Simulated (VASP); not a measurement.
# Lu (Pm-3m) in VASP: a series of runs

Runs on Lu. Level: PBE. Tasks: relaxation of cell and atoms.

Program: VASP 6.6.1. These are calculated values, not measurements. Logs are shortened: lines on timing, memory, paths and dates and some standing lists are left out, and cuts for length are marked.

## 1. The cell of the first run

It takes space group Pm-3m (No. 221, cubic). The conventional cell has a = 2.609 Å, b = 2.609 Å, c = 2.609 Å, α = 90.00°, β = 90.00°, γ = 90.00°. Lu (site symmetry m-3m) has 6 Lu at 2.61 Å within 3.4 Å.

## 2. Relaxation of cell and atoms, PBE, target pressure 51 GPa, at which the enthalpy is minimised

The input, INCAR:

```
ALGO     = Normal         # electronic algorithm
EDIFF    = 1E-7           # SCF threshold, eV
EDIFFG   = -0.005         # ionic threshold
ENCUT    = 600            # plane-wave cutoff, eV
GGA      = PE             # functional
IBRION   = 2              # ionic algorithm
ISIF     = 3              # what is computed and relaxed
ISMEAR   = -1             # smearing method
LASPH    = True           # aspherical terms in the spheres
LCHARG   = False          # write CHGCAR
LREAL    = False          # projectors in reciprocal space
LWAVE    = False          # write WAVECAR
NELM     = 80             # most SCF steps
NSW      = 32             # ionic steps
PREC     = Accurate       # precision mode
PSTRESS  = 510.0        
SIGMA    = 0.08           # smearing width, eV
```

The input, KPOINTS:

```
k-points
0
Gamma
  14 14 14
```

The input, POSCAR:

```
Lu
1.0
    2.6093093133      0.0000000000      0.0000000000
    0.0000000000      2.6093093133      0.0000000000
    0.0000000000      0.0000000000      2.6093093133
Lu
1
Direct
    0.0000000000      0.0000000000      0.0000000000
```

Potentials or basis: VASP PAW PBE potentials, release 64 (Lu).

Launch:

```
$ cat potpaw_PBE.64/Lu/POTCAR > POTCAR
$ mpirun -np 1 vasp_std > vasp.out
```

OUTCAR:

```text
EDIFF = 1E-7
   EDIFFG = -0.005
   ENCUT = 600
   GGA = PE
   IBRION = 2
   ISIF = 3
   ISMEAR = -1
   LASPH = True
   LREAL = False
   NELM = 80
   NSW = 32
   PREC = Accurate
   PSTRESS = 510.0

 ion  position               nearest neighbor table
   1  0.000  0.000  0.000-

  LATTYP: Found a simple cubic cell.
 ALAT       =     2.6093093133

  Lattice vectors:

 A1 = (   2.6093093133,   0.0000000000,   0.0000000000)
 A2 = (   0.0000000000,   2.6093093133,   0.0000000000)
 A3 = (   0.0000000000,   0.0000000000,   2.6093093133)

Analysis of symmetry for initial positions (statically):
=====================================================================
 Subroutine PRICEL returns:
 Original cell was already a primitive cell.

 Routine SETGRP: Setting up the symmetry group for a
 simple cubic supercell.

 Subroutine GETGRP returns: Found 48 space group operations
 (whereof 48 operations were pure point group operations)
 out of a pool of 48 trial point group operations.

The static configuration has the point symmetry O_h .

Analysis of symmetry for dynamics (positions and initial velocities):
=====================================================================
 Subroutine PRICEL returns:
 Original cell was already a primitive cell.

 Routine SETGRP: Setting up the symmetry group for a
 simple cubic supercell.

 Subroutine GETGRP returns: Found 48 space group operations
 (whereof 48 operations were pure point group operations)
 out of a pool of 48 trial point group operations.

The dynamic configuration has the point symmetry O_h .

 Subroutine INISYM returns: Found 48 space group operations
 (whereof 48 operations are pure point group operations),
 and found     1 'primitive' translations

----------------------------------------------------------------------------------------

                                     Primitive cell

  volume of cell :      17.7655

  direct lattice vectors                    reciprocal lattice vectors
     2.609309313  0.000000000  0.000000000     0.383243180  0.000000000  0.000000000
     0.000000000  2.609309313  0.000000000     0.000000000  0.383243180  0.000000000
     0.000000000  0.000000000  2.609309313     0.000000000  0.000000000  0.383243180

  length of vectors
     2.609309313  2.609309313  2.609309313     0.383243180  0.383243180  0.383243180

  position of ions in fractional coordinates (direct lattice)
     0.000000000  0.000000000  0.000000000

  ion indices of the primitive-cell ions
   primitive index   ion index
                 1           1

----------------------------------------------------------------------------------------

 KPOINTS: k-points

Automatic generation of k-mesh.
 Grid dimensions read from file:
 generate k-points for:   14   14   14

 Generating k-lattice:

  Cartesian coordinates                     Fractional coordinates (reciprocal lattice)
     0.027374513  0.000000000  0.000000000     0.071428571  0.000000000  0.000000000
     0.000000000  0.027374513  0.000000000     0.000000000  0.071428571  0.000000000
     0.000000000  0.000000000  0.027374513     0.000000000  0.000000000  0.071428571

  Length of vectors
     0.027374513  0.027374513  0.027374513

  Shift w.r.t. Gamma in fractional coordinates (k-lattice)
     0.000000000  0.000000000  0.000000000

 Subroutine IBZKPT returns following result:
 ===========================================

 Found    120 irreducible k-points:

 Following reciprocal coordinates:
            Coordinates               Weight
  0.000000  0.000000  0.000000      1.000000
  0.071429  0.000000  0.000000      6.000000
  0.142857  0.000000  0.000000      6.000000
  0.214286  0.000000  0.000000      6.000000
  0.285714  0.000000  0.000000      6.000000
  0.357143  0.000000  0.000000      6.000000
[... 16 lines left out ...]
  0.285714  0.214286  0.000000     24.000000
  0.357143  0.214286  0.000000     24.000000
 [... further k-points ...]
   k-points           NKPTS =    120   k-points in BZ     NKDIM =    120   number of bands    NBANDS=     16
   number of dos      NEDOS =    301   number of ions     NIONS =      1
   total plane-waves  NPLWV =  13824
   dimension x,y,z NGX =    24 NGY =   24 NGZ =   24
   dimension x,y,z NGXF=    48 NGYF=   48 NGZF=   48
   ions per type =               1
   NGX,Y,Z   is equivalent  to a cutoff of  15.29, 15.29, 15.29 a.u.
   NGXF,Y,Z  is equivalent  to a cutoff of  30.58, 30.58, 30.58 a.u.
 SYSTEM =  unknown system
   PREC   = accura    normal or accurate (medium, high low for compatibility)
   ISTART =      0    job   : 0-new  1-cont  2-samecut
   ICHARG =      2    charge: 1-file 2-atom 10-const
   ISPIN  =      1    spin polarized calculation?
   LNONCOLLINEAR =      F non collinear calculations
   LSORBIT =      F    spin-orbit coupling
   LASPH  =      T    aspherical Exc in radial PAW
   ENCUT  =  600.0 eV  44.10 Ry    6.64 a.u.   5.21  5.21  5.21*2*pi/ulx,y,z
   NELM   =     80;   NELMIN=  2; NELMDL= -5     # of ELM steps
   EDIFF  = 0.1E-06   stopping-criterion for ELM
   LREAL  =      F    real-space projection
   EDIFFG = -.5E-02   stopping-criterion for IOM
   NSW    =     32    number of steps for IOM
   IBRION =      2    ionic relax: 0-MD 1-quasi-New 2-CG
   NFREE  =      1    steps in history (QN), initial steepest desc. (CG)
   ISIF   =      3    stress and relaxation
   ISYM   =      2    0-nonsym 1-usesym 2-fastsym
   POTIM  = 0.5000    time-step for ionic-motion
   TEBEG  =    0.0;   TEEND  =   0.0 temperature during run
   PSTRESS=  510.0 pullay stress
   NELECT =      25.0000    total number of electrons
   NUPDOWN=      -1.0000    fix difference up-down
   EMIN   =  10.00;   EMAX   =-10.00  energy-range for DOS
   EFERMI =   0.00;   METHOD = LEGACY
   ISMEAR =    -1;   SIGMA  =   0.08  broadening in eV -4-tet -1-fermi 0-gaus
   EFERMI_NEDOS =   21; number of points for ismear=-14 and -15
   IALGO  =     38    algorithm
   IMIX   =      4    mixing-type and parameters
     AMIX     =   0.40;   BMIX     =  1.00
     AMIX_MAG =   1.60;   BMIX_MAG =  1.00
  volume/ion in A,a.u.               =      17.77       119.89
  Fermi-wavevector in a.u.,A,eV,Ry     =   1.834549  3.466795 45.791350  3.365569
  Thomas-Fermi vector in A             =   2.888142
   LORBIT       =      0    0 simple, 1 ext, 2 COOP (PROOUT), +10 PAW based schemes
   GGA     = PE    functional components
   LHFCALC =     F    Hartree Fock is set to
   AEXX    =    0.0000 exact exchange contribution
   IVDW    =     0    specifies the selected vdW correction
   LEPSILON=     F    determine dielectric tensor
   LRPA    =     F    only Hartree local field effects (RPA)
 conjugate gradient relaxation of ions
 non-spin polarized calculation
  energy-cutoff  :      600.00
  volume of cell :       17.77
 maximum number of plane-waves:       624
 NGX is ok and might be reduce to    24
   NGX = 11   NGY = 11   NGZ = 11

--------------------------------------- Ionic step        1  -------------------------------------------

 number of electron      25.0000009 magnetization

 Free energy of the ion-electron system (eV)
  ---------------------------------------------------
  ext. energy  EPLUGINS =         0.00000000
  ---------------------------------------------------
  free energy    TOTEN  =        -2.15234900 eV

  energy without entropy =       -2.12297244  energy(sigma->0) =       -2.13766072

------------------------ aborting loop because EDIFF is reached ----------------------------------------

  FORCE on cell =-STRESS in cart. coord.  units (eV):
  Direction    XX          YY          ZZ          XY          YZ          ZX
  --------------------------------------------------------------------------------------
  -------------------------------------------------------------------------------------
  Total        5.8494925      5.8494925      5.8494925      0.0000000      0.0000000      0.0000000
  in kB      527.5359699    527.5359699    527.5359699      0.0000000      0.0000000      0.0000000
  external PRESSURE =      17.5359699 kB  Pullay stress =     510.0000000 kB

 VOLUME and BASIS-vectors are now :
 -----------------------------------------------------------------------------
  energy-cutoff  :      600.00
  volume of cell :       17.77
      direct lattice vectors                 reciprocal lattice vectors
     2.609309313  0.000000000  0.000000000     0.383243180  0.000000000  0.000000000
     0.000000000  2.609309313  0.000000000     0.000000000  0.383243180  0.000000000
     0.000000000  0.000000000  2.609309313     0.000000000  0.000000000  0.383243180
[... 44 lines left out ...]
  FREE ENERGIE OF THE ION-ELECTRON SYSTEM (eV)
  ---------------------------------------------------
  free  energy   TOTEN  =        -2.3102435413 eV

  energy  without entropy=       -2.2800060071  energy(sigma->0) =       -2.29512477

  enthalpy is  TOTEN    =         3.5054437831 eV   P V=        5.8156873244

--------------------------------------- Ionic step        3  -------------------------------------------

 number of electron      25.0000010 magnetization

 Free energy of the ion-electron system (eV)
  ---------------------------------------------------
  ext. energy  EPLUGINS =         0.00000000
  ---------------------------------------------------
  free energy    TOTEN  =        -2.20677343 eV

  energy without entropy =       -2.17709049  energy(sigma->0) =       -2.19193196

 E-fermi :   4.3723     XC(G=0): -13.2233

 val. band max:        4.3712072994   @ k =   0.5000   0.2857   0.0714
 cond. band min:       4.3848722990   @ k =   0.4286   0.1429   0.0000
 fundamental gap:      0.0136649996
 Fermi energy:         4.3723447543

 k-point     1 :       0.0000    0.0000    0.0000
  band No.  band energies     occupation
      1     -51.8986      2.00000
      2     -21.2450      2.00000
      3     -21.2450      2.00000
      4     -21.2450      2.00000
      5      -2.3473      2.00000
      6      -0.6637      2.00000
[... 8 lines left out ...]
     15      14.9509      0.00000
     16      14.9509      0.00000
[... 419 lines left out ...]
 k-point    24 :       0.3571    0.2143    0.0000
  band No.  band energies     occupation
      1     -51.5627      2.00000
      2     -23.4632      2.00000
      3     -22.1671      2.00000
      4     -20.9046      2.00000
      5      -0.8380      2.00000
      6      -0.7639      2.00000
[... 8 lines left out ...]
     15       9.7888      0.00000
     16      10.2286      0.00000

 [... further k-points ...]
[... 5 lines left out ...]
  --------------------------------------------------------------------------------------
  -------------------------------------------------------------------------------------
  Total        5.7083300      5.7083300      5.7083300      0.0000000     -0.0000000      0.0000000
  in kB      509.9809204    509.9809204    509.9809204      0.0000000     -0.0000000      0.0000000
  external PRESSURE =      -0.0190796 kB  Pullay stress =     510.0000000 kB

 VOLUME and BASIS-vectors are now :
 -----------------------------------------------------------------------------
  energy-cutoff  :      600.00
  volume of cell :       17.93
      direct lattice vectors                 reciprocal lattice vectors
     2.617511365  0.000000000  0.000000000     0.382042276  0.000000000 -0.000000000
     0.000000000  2.617511365  0.000000000    -0.000000000  0.382042276 -0.000000000
     0.000000000  0.000000000  2.617511365    -0.000000000 -0.000000000  0.382042276

 POSITION                                       TOTAL-FORCE (eV/Angst)
 -----------------------------------------------------------------------------------
      0.00000      0.00000      0.00000         0.000000      0.000000      0.000000
 -----------------------------------------------------------------------------------
    total drift:                                0.000000     -0.000000      0.000000

  FREE ENERGIE OF THE ION-ELECTRON SYSTEM (eV)
  ---------------------------------------------------
  free  energy   TOTEN  =        -2.2067734337 eV

  energy  without entropy=       -2.1770904937  energy(sigma->0) =       -2.19193196

  enthalpy is  TOTEN    =         3.5017701596 eV   P V=        5.7085435933

 reached required accuracy - stopping structural energy minimisation
```

It took 99 s on 1 thread of Intel Xeon Platinum 8259CL at 2.50GHz (Skylake/Cascade Lake), shared host; peak memory 0.19 GiB.

Results:

```
Free energy                                            : -2.2068 eV
Relaxed volume                                         : 17.93 Å³/atom
Relaxed cell                                           : a = 2.618 Å, b = 2.618 Å, c = 2.618 Å, α = 90.00°, β = 90.00°, γ = 90.00°
Space group after relaxing (to 0.05 Å)                 : Pm-3m (No. 221)
Energy change on relaxing (the enthalpy is what falls) : -54.4 meV/atom
Ionic steps                                            : 3
Pressure after relaxing                                : 51.0 GPa
```

Step by step:
```tsv
step	energy change (eV)	largest force (eV/Å)	pressure (GPa)	volume (Å³)
1	0.0000	0.0000	52.75	17.77
2	-0.1579	0.0000	47.55	18.27
3	-0.0544	0.0000	51.00	17.93
```

Final structure:
```xyz
1
Lattice="2.6175 0.0000 0.0000 0.0000 2.6175 0.0000 0.0000 0.0000 2.6175" Properties=species:S:1:pos:R:3 pbc="T T T"
Lu    0.0000    0.0000    0.0000
```

Caveat: the cell is relaxed towards a set pressure, so the enthalpy falls and the energy may rise; spin-orbit coupling is left out, which moves the levels of the heavy elements.

## 3. Relaxation of cell and atoms, PBE, target pressure 51 GPa, at which the enthalpy is minimised

This run uses another cell than the first one, of 18.10 Å³/atom, 1.019 times its volume.

The input, INCAR:

```
SYSTEM = Lu
PREC = Accurate
ENCUT = 600
EDIFF = 1E-7
ISMEAR = -1
SIGMA = 0.08
LREAL = .FALSE.
LASPH = .TRUE.
NELM = 100
ALGO = Normal
ISIF = 3
LWAVE = .FALSE.
LCHARG = .FALSE.
GGA = PE
IBRION = 2
NSW = 60
EDIFFG = -0.005
PSTRESS = 510.0
```

The input, KPOINTS:

```
Automatic mesh
0
G
  14 14 14
  0 0 0
```

The input, POSCAR:

```
Lu
1.0
    2.6255577647      0.0000000000      0.0000000000
    0.0000000000      2.6255577647      0.0000000000
    0.0000000000      0.0000000000      2.6255577647
Lu
1
Direct
    0.0000000000      0.0000000000      0.0000000000
```

Potentials or basis: VASP PAW PBE potentials, release 64 (Lu).

Launch:

```
$ cat potpaw_PBE.64/Lu/POTCAR > POTCAR
$ mpirun -np 1 vasp_std > vasp.out
```

Wall time 75 s (1 thread of Intel Xeon Platinum 8259CL at 2.50GHz (Skylake/Cascade Lake), shared host); peak memory 0.19 GiB.

It converged, with:

```
Free energy                                            : -2.2070 eV
Relaxed volume                                         : 17.93 Å³/atom
Relaxed cell                                           : a = 2.618 Å, b = 2.618 Å, c = 2.618 Å, α = 90.00°, β = 90.00°, γ = 90.00°
Space group after relaxing (to 0.05 Å)                 : Pm-3m (No. 221)
Energy change on relaxing (the enthalpy is what falls) : +51.7 meV/atom
Ionic steps                                            : 3
Pressure after relaxing                                : 51.0 GPa
```

The path:
```tsv
step	energy change (eV)	largest force (eV/Å)	pressure (GPa)	volume (Å³)
1	0.0000	0.0000	49.23	18.10
2	0.1686	0.0000	54.86	17.58
3	0.0517	0.0000	50.98	17.93
```

Final structure:
```
Lu
1.0
     2.61754    0.00000    0.00000
     0.00000    2.61754    0.00000
     0.00000    0.00000    2.61754
Lu
1
Direct
  0.00000 0.00000 0.00000
```

Levels at points of the mesh, in eV from the Fermi level:
```
           k point  band 9  band 10  band 11  band 12  band 13  band 14  band 15  band 16
(0.00, 0.00, 0.00)   -4.91    -4.91    -4.91    -4.81    -1.64    -1.64    10.58    10.58
(0.50, 0.00, 0.00)   -4.87    -4.74    -4.74    -2.43    -0.17     1.40     4.66     4.66
(0.50, 0.50, 0.00)   -4.92    -4.77    -4.72    -4.43     0.55     5.99     5.99     7.66
(0.50, 0.50, 0.50)   -4.81    -4.81    -4.81    -2.03    -2.03    -2.03     6.92    14.90
```

Caveat: the cell is relaxed towards a set pressure, so the enthalpy falls and the energy may rise; spin-orbit coupling is left out, which moves the levels of the heavy elements.
